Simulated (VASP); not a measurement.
# Tm2MgC2 (P-3m1) in VASP: relaxation of cell and atoms with PBE

Aim: the relaxation of cell and atoms of Tm2MgC2 with PBE.

Everything below comes from runs of VASP 6.6.1. Logs are shortened: lines on timing, memory, paths and dates and some standing lists are left out, and cuts for length are marked.

**1. The cell of the first run**

The structure is trigonal, space group P-3m1 (No. 164). The conventional cell has a = 4.157 Å, b = 4.157 Å, c = 5.225 Å, α = 90.00°, β = 90.00°, γ = 120.00°. Within 3.4 Å of Tm (site symmetry 3m) lie 5 C at 2.42 to 2.64 Å and 3 Mg at 2.82 Å and 3 Tm at 3.31 Å. Mg (site symmetry -3m) has 6 C at 2.67 Å and 6 Tm at 2.82 Å within 3.5 Å. C (site symmetry 3m) has 5 Tm at 2.42 to 2.64 Å and 3 Mg at 2.67 Å within 3.2 Å.

The cell was generated, and may not be a known phase.

**2. Relaxation of cell and atoms, PBE**

INCAR reads:

```
PREC = Accurate ; ENCUT = 600
EDIFF = 1E-7 ; ISMEAR = 0
SIGMA = 0.1 ; LREAL = False
LASPH = True ; NELM = 200
ALGO = Normal ; ISIF = 3
LWAVE = False ; LCHARG = False
GGA = PE ; IBRION = 2
NSW = 100 ; EDIFFG = -0.01
GGA_COMPAT = False ; NELMIN = 4
LMAXMIX = 6
```

KPOINTS reads:

```
Automatic mesh
0
Gamma
  12 12 6
```

POSCAR reads:

```
Tm2MgC2
1.0
    4.1568105124      0.0000000000      0.0000000000
   -2.0784052562      3.5999035025      0.0000000000
    0.0000000000      0.0000000000      5.2248245660
Tm Mg C
2 1 2
Direct
    0.3333333333      0.6666666667      0.7174522244
    0.6666666667      0.3333333333      0.2825477756
    0.0000000000      0.0000000000      0.0000000000
    0.3333333333      0.6666666667      0.2236616369
    0.6666666667      0.3333333333      0.7763383631
```

Potentials or basis: VASP PAW PBE potentials, release 64 (Tm_3, Mg, C), 4f in core.

Command:

```
cat potpaw_PBE.64/Tm_3/POTCAR potpaw_PBE.64/Mg/POTCAR potpaw_PBE.64/C/POTCAR > POTCAR
mpirun -np 1 vasp_std > vasp.out
```

OUTCAR:

```text
PREC = Accurate
   ENCUT = 600
   EDIFF = 1E-7
   ISMEAR = 0
   LREAL = False
   LASPH = True
   NELM = 200
   ISIF = 3
   GGA = PE
   IBRION = 2
   NSW = 100
   EDIFFG = -0.01
   NELMIN = 4

 ion  position               nearest neighbor table
   1  0.333  0.667  0.717-   5 2.42   5 2.42   5 2.42   4 2.58   4 2.64   3 2.82   3 2.82   3 2.82
                             2 3.31   2 3.31   2 3.31   2 3.80   2 3.80   2 3.80
   2  0.667  0.333  0.283-   4 2.42   4 2.42   4 2.42   5 2.58   5 2.64   3 2.82   3 2.82   3 2.82
                             1 3.31   1 3.31   1 3.31   1 3.80   1 3.80   1 3.80
   3  0.000  0.000  0.000-   4 2.67   5 2.67   5 2.67   4 2.67   5 2.67   4 2.67   1 2.82   2 2.82
                             1 2.82   2 2.82   2 2.82   1 2.82
   4  0.333  0.667  0.224-   2 2.42   2 2.42   2 2.42   1 2.58   1 2.64   3 2.67   3 2.67   3 2.67

   5  0.667  0.333  0.776-   1 2.42   1 2.42   1 2.42   2 2.58   2 2.64   3 2.67   3 2.67   3 2.67

  LATTYP: Found a hexagonal cell.
 ALAT       =     4.1568105124
 C/A-ratio  =     1.2569311376

  Lattice vectors:

 A1 = (   4.1568105124,   0.0000000000,   0.0000000000)
 A2 = (  -2.0784052562,   3.5999035025,   0.0000000000)
 A3 = (   0.0000000000,   0.0000000000,   5.2248245660)

Analysis of symmetry for initial positions (statically):
=====================================================================
 Subroutine PRICEL returns:
 Original cell was already a primitive cell.

 Routine SETGRP: Setting up the symmetry group for a
 hexagonal supercell.

 Subroutine GETGRP returns: Found 12 space group operations
 (whereof 12 operations were pure point group operations)
 out of a pool of 24 trial point group operations.

The static configuration has the point symmetry D_3d.

Analysis of symmetry for dynamics (positions and initial velocities):
=====================================================================
 Subroutine PRICEL returns:
 Original cell was already a primitive cell.

 Routine SETGRP: Setting up the symmetry group for a
 hexagonal supercell.

 Subroutine GETGRP returns: Found 12 space group operations
 (whereof 12 operations were pure point group operations)
 out of a pool of 24 trial point group operations.

The dynamic configuration has the point symmetry D_3d.

 Subroutine INISYM returns: Found 12 space group operations
 (whereof 12 operations are pure point group operations),
 and found     1 'primitive' translations

----------------------------------------------------------------------------------------

                                     Primitive cell

  volume of cell :      78.1849

  direct lattice vectors                    reciprocal lattice vectors
     4.156810512  0.000000000  0.000000000     0.240569061  0.138892612  0.000000000
    -2.078405256  3.599903503  0.000000000     0.000000000  0.277785224  0.000000000
     0.000000000  0.000000000  5.224824566     0.000000000  0.000000000  0.191393986

  length of vectors
     4.156810512  4.156810512  5.224824566     0.277785224  0.277785224  0.191393986

  position of ions in fractional coordinates (direct lattice)
     0.333333333  0.666666667  0.717452224
     0.666666667  0.333333333  0.282547776
     0.000000000  0.000000000  0.000000000
     0.333333333  0.666666667  0.223661637
     0.666666667  0.333333333  0.776338363

  ion indices of the primitive-cell ions
   primitive index   ion index
                 1           1
                 2           2
                 3           3
                 4           4
                 5           5

----------------------------------------------------------------------------------------

 KPOINTS: Automatic mesh

Automatic generation of k-mesh.
 Grid dimensions read from file:
 generate k-points for:   12   12    6

 Generating k-lattice:

  Cartesian coordinates                     Fractional coordinates (reciprocal lattice)
     0.020047422  0.011574384  0.000000000     0.083333333  0.000000000  0.000000000
     0.000000000  0.023148769  0.000000000     0.000000000  0.083333333  0.000000000
     0.000000000  0.000000000  0.031898998     0.000000000  0.000000000  0.166666667

  Length of vectors
     0.023148769  0.023148769  0.031898998

  Shift w.r.t. Gamma in fractional coordinates (k-lattice)
     0.000000000  0.000000000  0.000000000

 Subroutine IBZKPT returns following result:
 ===========================================

 Found    100 irreducible k-points:

 Following reciprocal coordinates:
            Coordinates               Weight
  0.000000  0.000000  0.000000      1.000000
  0.083333 -0.000000  0.000000      6.000000
  0.166667 -0.000000  0.000000      6.000000
  0.250000 -0.000000  0.000000      6.000000
  0.333333 -0.000000  0.000000      6.000000
  0.416667 -0.000000  0.000000      6.000000
[... 16 lines left out ...]
  0.166667 -0.000000  0.166667      6.000000
  0.000000  0.166667  0.166667      6.000000
 [... further k-points ...]
   k-points           NKPTS =    100   k-points in BZ     NKDIM =    100   number of bands    NBANDS=     18
   number of dos      NEDOS =    301   number of ions     NIONS =      5
   total plane-waves  NPLWV =  54432
   dimension x,y,z NGX =    36 NGY =   36 NGZ =   42
   dimension x,y,z NGXF=    72 NGYF=   72 NGZF=   84
   ions per type =               2   1   2
   NGX,Y,Z   is equivalent  to a cutoff of  14.40, 14.40, 13.36 a.u.
   NGXF,Y,Z  is equivalent  to a cutoff of  28.80, 28.80, 26.73 a.u.
 SYSTEM =  unknown system
   PREC   = accura    normal or accurate (medium, high low for compatibility)
   ISTART =      0    job   : 0-new  1-cont  2-samecut
   ICHARG =      2    charge: 1-file 2-atom 10-const
   ISPIN  =      1    spin polarized calculation?
   LNONCOLLINEAR =      F non collinear calculations
   LSORBIT =      F    spin-orbit coupling
   LASPH  =      T    aspherical Exc in radial PAW
   ENCUT  =  600.0 eV  44.10 Ry    6.64 a.u.   8.30  8.30 10.44*2*pi/ulx,y,z
   NELM   =    200;   NELMIN=  4; NELMDL= -5     # of ELM steps
   EDIFF  = 0.1E-06   stopping-criterion for ELM
   LREAL  =      F    real-space projection
   EDIFFG = -.1E-01   stopping-criterion for IOM
   NSW    =    100    number of steps for IOM
   IBRION =      2    ionic relax: 0-MD 1-quasi-New 2-CG
   NFREE  =      1    steps in history (QN), initial steepest desc. (CG)
   ISIF   =      3    stress and relaxation
   ISYM   =      2    0-nonsym 1-usesym 2-fastsym
   POTIM  = 0.5000    time-step for ionic-motion
   TEBEG  =    0.0;   TEEND  =   0.0 temperature during run
   PSTRESS=    0.0 pullay stress
   NELECT =      28.0000    total number of electrons
   NUPDOWN=      -1.0000    fix difference up-down
   EMIN   =  10.00;   EMAX   =-10.00  energy-range for DOS
   EFERMI =   0.00;   METHOD = LEGACY
   ISMEAR =     0;   SIGMA  =   0.10  broadening in eV -4-tet -1-fermi 0-gaus
   EFERMI_NEDOS =   21; number of points for ismear=-14 and -15
   IALGO  =     38    algorithm
   IMIX   =      4    mixing-type and parameters
     AMIX     =   0.40;   BMIX     =  1.00
     AMIX_MAG =   1.60;   BMIX_MAG =  1.00
  volume/ion in A,a.u.               =      15.64       105.52
  Fermi-wavevector in a.u.,A,eV,Ry     =   1.162572  2.196943 18.389280  1.351574
  Thomas-Fermi vector in A             =   2.299132
   LORBIT       =      0    0 simple, 1 ext, 2 COOP (PROOUT), +10 PAW based schemes
   GGA     = PE    functional components
   LHFCALC =     F    Hartree Fock is set to
   AEXX    =    0.0000 exact exchange contribution
   IVDW    =     0    specifies the selected vdW correction
   LEPSILON=     F    determine dielectric tensor
   LRPA    =     F    only Hartree local field effects (RPA)
 conjugate gradient relaxation of ions
 non-spin polarized calculation
 Gauss-broadening in eV      SIGMA  =   0.10
  energy-cutoff  :      600.00
  volume of cell :       78.18
 maximum number of plane-waves:      2667
 NGX is ok and might be reduce to    36
   NGX = 17   NGY = 17   NGZ = 21

--------------------------------------- Ionic step        1  -------------------------------------------

 number of electron      28.0000002 magnetization

 Free energy of the ion-electron system (eV)
  ---------------------------------------------------
  ext. energy  EPLUGINS =         0.00000000
  ---------------------------------------------------
  free energy    TOTEN  =       -28.90012105 eV

  energy without entropy =      -28.89940470  energy(sigma->0) =      -28.89976287

------------------------ aborting loop because EDIFF is reached ----------------------------------------

  FORCE on cell =-STRESS in cart. coord.  units (eV):
  Direction    XX          YY          ZZ          XY          YZ          ZX
  --------------------------------------------------------------------------------------
  -------------------------------------------------------------------------------------
  Total        0.4159960      0.4159960      0.1567804      0.0000000      0.0000000      0.0000000
  in kB        8.5246583      8.5246583      3.2127696      0.0000000      0.0000000      0.0000000
  external PRESSURE =       6.7540287 kB  Pullay stress =       0.0000000 kB
[... 141 lines left out ...]
  energy  without entropy=      -28.9006669709  energy(sigma->0) =      -28.90102798

--------------------------------------- Ionic step        5  -------------------------------------------

 number of electron      28.0000001 magnetization

 Free energy of the ion-electron system (eV)
  ---------------------------------------------------
  ext. energy  EPLUGINS =         0.00000000
  ---------------------------------------------------
  free energy    TOTEN  =       -28.90142259 eV

  energy without entropy =      -28.90070567  energy(sigma->0) =      -28.90106413

 E-fermi :   4.1413     XC(G=0): -10.7489

 val. band max:        4.0808857015   @ k =   0.1667  -0.0000   0.0000
 cond. band min:       4.2185095031   @ k =   0.0833   0.0833   0.0000
 fundamental gap:      0.1376238016
 Fermi energy:         4.1412790411

 k-point     1 :       0.0000    0.0000    0.0000
  band No.  band energies     occupation
      1     -20.5828      2.00000
      2     -20.4664      2.00000
      3     -20.4664      2.00000
      4     -20.2930      2.00000
      5     -20.2930      2.00000
      6     -20.1299      2.00000
[... 10 lines left out ...]
     17       5.7794      0.00000
     18       7.4707      0.00000
[... 466 lines left out ...]
      2     -20.4754      2.00000
      3     -20.4736      2.00000
      4     -20.3366      2.00000
      5     -20.2984      2.00000
      6     -20.1590      2.00000
[... 10 lines left out ...]
     17       6.4983      0.00000
     18       8.0789      0.00000

 [... further k-points ...]
[... 5 lines left out ...]
  --------------------------------------------------------------------------------------
  -------------------------------------------------------------------------------------
  Total        0.0065619      0.0065619     -0.0138862      0.0000000     -0.0000000     -0.0000000
  in kB        0.1336819      0.1336819     -0.2828962      0.0000000     -0.0000000     -0.0000000
  external PRESSURE =      -0.0051775 kB  Pullay stress =       0.0000000 kB
[... 20 lines left out ...]
  FREE ENERGIE OF THE ION-ELECTRON SYSTEM (eV)
  ---------------------------------------------------
  free  energy   TOTEN  =       -28.9014225868 eV

  energy  without entropy=      -28.9007056733  energy(sigma->0) =      -28.90106413

 reached required accuracy - stopping structural energy minimisation
```

Wall time 5.4 min (1 thread of AMD EPYC 9R45 (Zen 5), shared host); peak memory 0.34 GiB.

Results:

```
Free energy                           : -28.9014 eV
Relaxed volume                        : 15.73 Å³/atom
Relaxed cell                          : a = 4.170 Å, b = 4.170 Å, c = 5.222 Å, α = 90.00°, β = 90.00°, γ = 120.00°
Space group after relaxing (to 0.1 Å) : P-3m1 (No. 164)
Energy gained by relaxing             : 0.3 meV/atom
Ionic steps                           : 5
Pressure after relaxing               : 0.0 GPa
Largest force after relaxing          : 0.006 eV/Å
Band gap on the k mesh                : zero (bands 14 and 15 overlap by 0.89 eV)
```

Forces in eV/Å, atoms in the order of the input:
```
Tm   0.000  0.000  0.005
Tm   0.000  0.000 -0.005
Mg   0.000  0.000  0.000
C    0.000  0.000  0.006
C    0.000  0.000 -0.006
```

Step by step:
```csv
step,energy change (eV),largest force (eV/Å),pressure (GPa),volume (Å³)
1,0.0000,0.0143,0.68,78.18
2,-0.0009,0.0243,-0.40,78.93
3,-0.0012,0.0170,-0.04,78.68
4,-0.0013,0.0109,-0.02,78.66
5,-0.0013,0.0060,0.00,78.64
```

Final structure:
```yaml
crystal:
  lattice:
    - [4.16998, 0.00000, 0.00000]
    - [-2.08499, 3.61131, 0.00000]
    - [0.00000, 0.00000, 5.22237]
  atoms:
    - { symbol: Tm, position: [0.33333, 0.66667, 0.71743] }
    - { symbol: Tm, position: [0.66667, 0.33333, 0.28257] }
    - { symbol: Mg, position: [0.00000, 0.00000, 0.00000] }
    - { symbol: C, position: [0.33333, 0.66667, 0.22394] }
    - { symbol: C, position: [0.66667, 0.33333, 0.77606] }
```

Caveat: spin-orbit coupling is left out, which moves the levels of the heavy elements; the 4f electrons are frozen in the core, so they carry no moment and show no levels.

The gap in the log of VASP goes by the Fermi energy; the results here count the filled bands.